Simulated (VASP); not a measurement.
A run of VASP 6.6.1 is set up as follows.

File INCAR:

```
SYSTEM = GaP
PREC = Accurate ; ENCUT = 500
EDIFF = 1E-6 ; ISMEAR = 0
SIGMA = 0.02 ; LREAL = .FALSE.
LASPH = .TRUE. ; NELM = 120
ALGO = Normal ; ISIF = 2
LWAVE = .FALSE. ; LCHARG = .FALSE.
GGA = PE ; NBANDS = 16
GGA_COMPAT = .FALSE.
```

The input KPOINTS:

```
regular mesh
0
G
  10 10 10
  0 0 0
```

POSCAR

```
GaP
1.0
    0.0000000000      2.7169056396      2.7169056396
    2.7169056396      0.0000000000      2.7169056396
    2.7169056396      2.7169056396      0.0000000000
Ga P
1 1
Direct
    0.0000000000      0.0000000000      0.0000000000
    0.2500000000      0.2500000000      0.2500000000
```

Potentials or basis: VASP PAW PBE potentials, release 64 (Ga_d, P).

Launch:

```sh
$ cat potpaw_PBE.64/Ga_d/POTCAR potpaw_PBE.64/P/POTCAR > POTCAR
$ mpirun -np 1 vasp_std > vasp.out
```

(1) Estimate the pressure.

(2) Predict the band gap on the k mesh.

Results:

(1) 3.2 GPa.

(2) 1.59 eV (least direct gap 1.90 eV).

Caveat: the cell stands under pressure.
